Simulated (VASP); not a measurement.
# AlB2As3 (P1) in VASP: relaxation of cell and atoms with PBE

Aim: the relaxation of cell and atoms of AlB2As3 with PBE.

All numbers are computed with VASP 6.6.1; they aren't measurements. Logs are shortened: lines on timing, memory, paths and dates and some standing lists are left out, and cuts for length are marked.

## 1. The cell of the first run

The typed cell holds 12 atoms: a = 3.629 Å, b = 7.079 Å, c = 8.255 Å, α = 99.78°, β = 102.91°, γ = 91.20°.

## 2. Relaxation of cell and atoms, PBE

Input file INCAR:

```
SYSTEM = AlB2As3
PREC     = Accurate       ! precision mode
ENCUT    = 600            ! plane-wave cutoff, eV
EDIFF    = 1E-6           ! SCF threshold, eV
ISMEAR   = 0              ! smearing method
SIGMA    = 0.1            ! smearing width, eV
LREAL    = .FALSE.        ! projectors in reciprocal space
LASPH    = .TRUE.         ! aspherical terms in the spheres
NELM     = 60             ! most SCF steps
ALGO     = Normal         ! electronic algorithm
ISIF     = 3              ! what is computed and relaxed
LWAVE    = .FALSE.        ! write WAVECAR
LCHARG   = .FALSE.        ! write CHGCAR
GGA      = PE             ! functional
IBRION   = 2              ! ionic algorithm
NSW      = 80             ! ionic steps
EDIFFG   = -0.025         ! ionic threshold
```

Input file KPOINTS:

```
regular mesh
0
G
  4 2 4
  0 0 0
```

Input file POSCAR:

```
AlB2As3
1.0
    3.6287073964      0.0372958554      0.0150046867
   -0.0745917109     -7.0773820207     -0.1483532972
   -1.8287843929      1.5871712469     -7.8917081821
Al B As
2 4 6
Direct
    0.9705224392      1.0090509043      0.9912984145
   -0.0013681320      0.5144201121      0.0052649128
    0.3052034136      0.6316331690      0.6235176058
    0.2900591822      0.1440814717      0.6456590758
    0.7220329626      0.8651007687      0.3645465099
    0.6668173575      0.3471218237      0.3470528444
    0.7363209651      0.6281538191      0.4942479250
    0.7684600052      0.1117698826      0.5223986462
    0.0983795885      0.8060144755      0.2271548950
    0.1170237338      0.2937871727      0.1833652359
    0.4041779885      0.9476359662      0.8065921689
    0.4223704957      0.4512304344      0.7889017657
```

Potentials or basis: VASP PAW PBE potentials, release 64 (Al, B, As).

Started as:

```bash
> cat potpaw_PBE.64/Al/POTCAR potpaw_PBE.64/B/POTCAR potpaw_PBE.64/As/POTCAR > POTCAR
> mpirun -np 1 vasp_std > vasp.out
```

OUTCAR:

```text
SYSTEM = AlB2As3
   PREC = Accurate
   ENCUT = 600
   EDIFF = 1E-6
   ISMEAR = 0
   LREAL = .FALSE.
   LASPH = .TRUE.
   NELM = 60
   ISIF = 3
   GGA = PE
   IBRION = 2
   NSW = 80
   EDIFFG = -0.025

 ion  position               nearest neighbor table
   1  0.971  0.009  0.991-  11 2.25  10 2.31  11 2.42   9 2.58
   2  0.999  0.514  0.005-  10 2.30  12 2.40   9 2.48  12 2.60
   3  0.305  0.632  0.624-  12 2.01   7 2.08   7 2.10  11 2.45
   4  0.290  0.144  0.646-   8 1.93  11 2.07   8 2.20  12 2.28
   5  0.722  0.865  0.365-   9 1.97   8 1.97   7 2.13   9 2.29
   6  0.667  0.347  0.347-   7 2.13  10 2.13  10 2.34   8 2.37
   7  0.736  0.628  0.494-   3 2.08   3 2.10   6 2.13   5 2.13
   8  0.768  0.112  0.522-   4 1.93   5 1.97   4 2.20   6 2.37
   9  0.098  0.806  0.227-   5 1.97   5 2.29   2 2.48   1 2.58
  10  0.117  0.294  0.183-   6 2.13   2 2.30   1 2.31   6 2.34
  11  0.404  0.948  0.807-   4 2.07   1 2.25   1 2.42   3 2.45
  12  0.422  0.451  0.789-   3 2.01   4 2.28   2 2.40   2 2.60

  LATTYP: Found a triclinic cell.
 ALAT       =     3.6289300751
 B/A-ratio  =     2.7645198539
 C/A-ratio  =     3.0936982715
 COS(alpha) =     0.0006635792
 COS(beta)  =     0.5007527097
 COS(gamma) =     0.7087067489

  Lattice vectors:

 A1 = (  -3.6287073964,  -0.0372958554,  -0.0150046867)
 A2 = (  -7.1828230819,   7.0027903099,   0.1183439238)
 A3 = (  -5.5320835002,  -5.5275066292,  -8.0550661660)

Analysis of symmetry for initial positions (statically):
=====================================================================
 Subroutine PRICEL returns:
 Original cell was already a primitive cell.

 Routine SETGRP: Setting up the symmetry group for a
 triclinic supercell.

 Subroutine GETGRP returns: Found  1 space group operations
 (whereof  1 operations were pure point group operations)
 out of a pool of  2 trial point group operations.

The static configuration has the point symmetry C_1 .

Analysis of symmetry for dynamics (positions and initial velocities):
=====================================================================
 Subroutine PRICEL returns:
 Original cell was already a primitive cell.

 Routine SETGRP: Setting up the symmetry group for a
 triclinic supercell.

 Subroutine GETGRP returns: Found  1 space group operations
 (whereof  1 operations were pure point group operations)
 out of a pool of  2 trial point group operations.

The dynamic configuration has the point symmetry C_1 .

 Subroutine INISYM returns: Found  1 space group operations
 (whereof  1 operations are pure point group operations),
 and found     1 'primitive' translations

----------------------------------------------------------------------------------------

                                     Primitive cell

  volume of cell :     203.3195

  direct lattice vectors                    reciprocal lattice vectors
     3.628707396  0.037295855  0.015004687     0.275861902 -0.001560843 -0.064240752
    -0.074591711 -7.077382021 -0.148353297     0.001564744 -0.140710870 -0.028662214
    -1.828784393  1.587171247 -7.891708182     0.000495088  0.002642204 -0.126298611

  length of vectors
     3.628930075  7.079329692  8.254854508     0.283247418  0.143608913  0.126327216

  position of ions in fractional coordinates (direct lattice)
     0.970522439  0.009050904  0.991298415
     0.998631868  0.514420112  0.005264913
     0.305203414  0.631633169  0.623517606
     0.290059182  0.144081472  0.645659076
     0.722032963  0.865100769  0.364546510
     0.666817358  0.347121824  0.347052844
     0.736320965  0.628153819  0.494247925
     0.768460005  0.111769883  0.522398646
     0.098379589  0.806014475  0.227154895
     0.117023734  0.293787173  0.183365236
     0.404177989  0.947635966  0.806592169
     0.422370496  0.451230434  0.788901766

  ion indices of the primitive-cell ions
   primitive index   ion index
                 1           1
                 2           2
                 3           3
                 4           4
                 5           5
                 6           6
                 7           7
                 8           8
                 9           9
                10          10
                11          11
                12          12

----------------------------------------------------------------------------------------

 KPOINTS: regular mesh

Automatic generation of k-mesh.
 Grid dimensions read from file:
 generate k-points for:    4    2    4

 Generating k-lattice:

  Cartesian coordinates                     Fractional coordinates (reciprocal lattice)
     0.068965476 -0.000390211 -0.016060188     0.250000000  0.000000000 -0.000000000
     0.000782372 -0.070355435 -0.014331107    -0.000000000  0.500000000  0.000000000
     0.000123772  0.000660551 -0.031574653    -0.000000000 -0.000000000  0.250000000

  Length of vectors
     0.070811854  0.071804457  0.031581804

  Shift w.r.t. Gamma in fractional coordinates (k-lattice)
     0.000000000  0.000000000  0.000000000

 Subroutine IBZKPT returns following result:
 ===========================================

 Found     20 irreducible k-points:

 Following reciprocal coordinates:
            Coordinates               Weight
  0.000000  0.000000  0.000000      1.000000
  0.250000 -0.000000 -0.000000      2.000000
  0.500000 -0.000000 -0.000000      1.000000
  0.000000  0.500000 -0.000000      1.000000
  0.250000  0.500000 -0.000000      2.000000
  0.500000  0.500000 -0.000000      1.000000
[... 12 lines left out ...]
  0.250000  0.500000  0.500000      2.000000
  0.500000  0.500000  0.500000      1.000000
   k-points           NKPTS =     20   k-points in BZ     NKDIM =     20   number of bands    NBANDS=     31
   number of dos      NEDOS =    301   number of ions     NIONS =     12
   total plane-waves  NPLWV = 126000
   dimension x,y,z NGX =    30 NGY =   60 NGZ =   70
   dimension x,y,z NGXF=    60 NGYF=  120 NGZF=  140
   ions per type =               2   4   6
   NGX,Y,Z   is equivalent  to a cutoff of  13.74, 14.09, 14.10 a.u.
   NGXF,Y,Z  is equivalent  to a cutoff of  27.49, 28.18, 28.19 a.u.
 SYSTEM =  AlB2As3
   PREC   = accura    normal or accurate (medium, high low for compatibility)
   ISTART =      0    job   : 0-new  1-cont  2-samecut
   ICHARG =      2    charge: 1-file 2-atom 10-const
   ISPIN  =      1    spin polarized calculation?
   LNONCOLLINEAR =      F non collinear calculations
   LSORBIT =      F    spin-orbit coupling
   LASPH  =      T    aspherical Exc in radial PAW
   ENCUT  =  600.0 eV  44.10 Ry    6.64 a.u.   7.25 14.14 16.49*2*pi/ulx,y,z
   NELM   =     60;   NELMIN=  2; NELMDL= -5     # of ELM steps
   EDIFF  = 0.1E-05   stopping-criterion for ELM
   LREAL  =      F    real-space projection
   EDIFFG = -.3E-01   stopping-criterion for IOM
   NSW    =     80    number of steps for IOM
   IBRION =      2    ionic relax: 0-MD 1-quasi-New 2-CG
   NFREE  =      1    steps in history (QN), initial steepest desc. (CG)
   ISIF   =      3    stress and relaxation
   ISYM   =      2    0-nonsym 1-usesym 2-fastsym
   POTIM  = 0.5000    time-step for ionic-motion
   TEBEG  =    0.0;   TEEND  =   0.0 temperature during run
   PSTRESS=    0.0 pullay stress
   NELECT =      48.0000    total number of electrons
   NUPDOWN=      -1.0000    fix difference up-down
   EMIN   =  10.00;   EMAX   =-10.00  energy-range for DOS
   EFERMI =   0.00;   METHOD = LEGACY
   ISMEAR =     0;   SIGMA  =   0.10  broadening in eV -4-tet -1-fermi 0-gaus
   EFERMI_NEDOS =   21; number of points for ismear=-14 and -15
   IALGO  =     38    algorithm
   IMIX   =      4    mixing-type and parameters
     AMIX     =   0.40;   BMIX     =  1.00
     AMIX_MAG =   1.60;   BMIX_MAG =  1.00
  volume/ion in A,a.u.               =      16.94       114.34
  Fermi-wavevector in a.u.,A,eV,Ry     =   1.011802  1.912029 13.928876  1.023744
  Thomas-Fermi vector in A             =   2.144874
   LORBIT       =      0    0 simple, 1 ext, 2 COOP (PROOUT), +10 PAW based schemes
   GGA     = PE    functional components
   LHFCALC =     F    Hartree Fock is set to
   AEXX    =    0.0000 exact exchange contribution
   IVDW    =     0    specifies the selected vdW correction
   LEPSILON=     F    determine dielectric tensor
   LRPA    =     F    only Hartree local field effects (RPA)
 conjugate gradient relaxation of ions
 non-spin polarized calculation
 Gauss-broadening in eV      SIGMA  =   0.10
  energy-cutoff  :      600.00
  volume of cell :      203.32
 maximum number of plane-waves:      6810
 NGX is ok and might be reduce to    30
   NGX = 15   NGY = 29   NGZ = 33

--------------------------------------- Ionic step        1  -------------------------------------------

 number of electron      48.0000000 magnetization

 Free energy of the ion-electron system (eV)
  ---------------------------------------------------
  ext. energy  EPLUGINS =         0.00000000
  ---------------------------------------------------
  free energy    TOTEN  =       -59.85864682 eV

  energy without entropy =      -59.85789152  energy(sigma->0) =      -59.85826917

------------------------ aborting loop because EDIFF is reached ----------------------------------------

  FORCE on cell =-STRESS in cart. coord.  units (eV):
  Direction    XX          YY          ZZ          XY          YZ          ZX
  --------------------------------------------------------------------------------------
  -------------------------------------------------------------------------------------
  Total        3.5715023      5.1998732      1.7714039     -1.0112594     -2.1854500     -3.5154426
  in kB       28.1437875     40.9755103     13.9588360     -7.9688234    -17.2215601    -27.7020319
  external PRESSURE =      27.6927113 kB  Pullay stress =       0.0000000 kB
[... 119 lines left out ...]
  FREE ENERGIE OF THE ION-ELECTRON SYSTEM (eV)
  ---------------------------------------------------
  free  energy   TOTEN  =       -61.4409156670 eV

  energy  without entropy=      -61.4408910388  energy(sigma->0) =      -61.44090335

[... ionic steps 4 to 17 ...]

--------------------------------------- Ionic step       18  -------------------------------------------

 number of electron      47.9999997 magnetization

------------------------ aborting loop because EDIFF is reached ----------------------------------------

  FORCE on cell =-STRESS in cart. coord.  units (eV):
  Direction    XX          YY          ZZ          XY          YZ          ZX
  --------------------------------------------------------------------------------------
  -------------------------------------------------------------------------------------
  Total        0.0325215      0.0959641      0.0387749      0.0110585      0.0541825      0.0173603
  in kB        0.2563834      0.7565331      0.3056818      0.0871799      0.4271475      0.1368597
  external PRESSURE =       0.4395328 kB  Pullay stress =       0.0000000 kB
[... 77 lines left out ...]
  energy  without entropy=      -61.9547831622  energy(sigma->0) =      -61.95478366

--------------------------------------- Ionic step       20  -------------------------------------------

 number of electron      47.9999997 magnetization

 Free energy of the ion-electron system (eV)
  ---------------------------------------------------
  ext. energy  EPLUGINS =         0.00000000
  ---------------------------------------------------
  free energy    TOTEN  =       -61.95503851 eV

  energy without entropy =      -61.95503767  energy(sigma->0) =      -61.95503809

 E-fermi :   5.7978     XC(G=0):  -9.8614

 val. band max:        5.4975087437   @ k =   0.0000   0.0000   0.0000
 cond. band min:       6.0955174391   @ k =   0.0000   0.0000   0.5000
 fundamental gap:      0.5980086954
 Fermi energy:         5.7977900323

 k-point     1 :       0.0000    0.0000    0.0000
  band No.  band energies     occupation
      1      -8.9485      2.00000
      2      -7.1912      2.00000
      3      -7.0310      2.00000
      4      -6.7671      2.00000
      5      -6.4101      2.00000
      6      -6.3227      2.00000
[... 708 lines left out ...]
  FREE ENERGIE OF THE ION-ELECTRON SYSTEM (eV)
  ---------------------------------------------------
  free  energy   TOTEN  =       -61.9550385063 eV

  energy  without entropy=      -61.9550376732  energy(sigma->0) =      -61.95503809

 reached required accuracy - stopping structural energy minimisation
```

It took 16 min on 1 thread of Oxide Virtual Turin-like, shared host; peak memory 0.41 GiB.

Results:

| Quantity | Value |
| --- | --- |
| Free energy | -61.9550 eV |
| Relaxed volume | 16.95 Å³/atom |
| Relaxed cell | a = 3.601 Å, b = 7.203 Å, c = 8.244 Å, α = 102.63°, β = 102.63°, γ = 89.99° |
| Space group after relaxing (to 0.1 Å) | I-4m2 (No. 119) |
| Energy gained by relaxing | 174.7 meV/atom |
| Ionic steps | 20 |
| Pressure after relaxing | 0.0 GPa |
| Largest force after relaxing | 0.021 eV/Å |
| Band gap on the k mesh | 0.60 eV (least direct gap 0.65 eV) |

Forces on the atoms (eV/Å):
```
Al   0.011  0.000 -0.009
Al  -0.010 -0.003 -0.010
B   -0.003  0.014 -0.002
B    0.005  0.000  0.008
B    0.005 -0.008  0.002
B    0.005 -0.002  0.013
As   0.001 -0.007 -0.019
As  -0.017 -0.008  0.004
As  -0.006  0.009 -0.007
As   0.007  0.007  0.003
As   0.005 -0.003  0.013
As  -0.003  0.002  0.005
```

Step by step:
| step | energy change (eV) | largest force (eV/Å) | pressure (GPa) | volume (Å³) |
| --- | --- | --- | --- | --- |
| 1 | 0.0000 | 4.0388 | 2.77 | 203.32 |
| 2 | -1.5796 | 1.2180 | -3.70 | 211.99 |
| 3 | -1.5823 | 1.2105 | -3.53 | 211.59 |
| 4 | -1.9289 | 0.7105 | 0.78 | 201.57 |
| 5 | -1.9290 | 0.7063 | 0.69 | 201.75 |
| 6 | -2.0129 | 0.3525 | 0.14 | 202.83 |
| 7 | -2.0181 | 0.4273 | 0.00 | 203.18 |
| 8 | -2.0469 | 0.2951 | -0.12 | 203.48 |
| 9 | -2.0578 | 0.3497 | -0.23 | 203.81 |
| 10 | -2.0774 | 0.1792 | -0.04 | 203.41 |
| 11 | -2.0816 | 0.1583 | 0.10 | 203.14 |
| 12 | -2.0880 | 0.0936 | 0.00 | 203.31 |
| 13 | -2.0893 | 0.1089 | -0.06 | 203.43 |
| 14 | -2.0920 | 0.0702 | 0.01 | 203.29 |
| 15 | -2.0932 | 0.0762 | 0.10 | 203.12 |
| 16 | -2.0949 | 0.0490 | -0.06 | 203.45 |
| 17 | -2.0951 | 0.0660 | -0.15 | 203.61 |
| 18 | -2.0961 | 0.0385 | 0.04 | 203.23 |
| 19 | -2.0961 | 0.0384 | 0.04 | 203.24 |
| 20 | -2.0964 | 0.0205 | -0.01 | 203.35 |

Final structure:
```
CELL_PARAMETERS angstrom
3.60110 0.00018 0.00037
0.00126 -7.20258 0.00254
-1.80176 1.79921 -7.84098
ATOMIC_POSITIONS crystal
Al 0.99793 0.00031 0.00001
Al 0.00186 0.50001 0.99987
B 0.32417 0.66233 0.64843
B 0.32491 0.16209 0.64875
B 0.67622 0.83757 0.35126
B 0.67493 0.33763 0.35170
As 0.74975 0.62481 0.49980
As 0.75081 0.12466 0.50015
As 0.10244 0.80108 0.20339
As 0.10080 0.30119 0.20382
As 0.39632 0.94914 0.79652
As 0.39986 0.44918 0.79629
```

Levels at points of the mesh, in eV from the valence-band top:
```tsv
k point	band 20	band 21	band 22	band 23	band 24	band 25	band 26	band 27	band 28	band 29
(0.00, 0.00, 0.00)	-1.88	-0.57	-0.48	0.00	0.00	0.65	0.82	1.18	1.89	2.01
(0.50, 0.00, 0.00)	-3.49	-2.57	-2.51	-1.88	-0.56	0.80	1.18	1.20	2.10	2.37
(0.00, 0.50, 0.00)	-2.39	-1.79	-1.79	-0.30	-0.29	1.49	1.49	1.88	1.88	2.95
(0.50, 0.50, 0.00)	-3.41	-2.90	-2.90	-2.54	-2.54	1.37	1.38	2.30	2.31	2.52
(0.00, 0.00, 0.50)	-2.34	-1.89	-0.61	-0.61	-0.57	0.60	0.94	1.18	1.69	2.11
(0.50, 0.00, 0.50)	-3.48	-2.57	-2.51	-1.89	-0.56	0.80	1.18	1.20	2.10	2.37
(0.00, 0.50, 0.50)	-2.00	-1.20	-1.19	-0.47	-0.47	1.22	1.22	1.55	1.56	3.05
(0.50, 0.50, 0.50)	-3.41	-2.90	-2.90	-2.54	-2.54	1.38	1.38	2.30	2.30	2.52
```

Caveat: the k points lie up to 0.45 Å⁻¹ apart in the final cell; semilocal functionals underestimate gaps, and a narrow one can read as zero. A k mesh can miss the band edges.
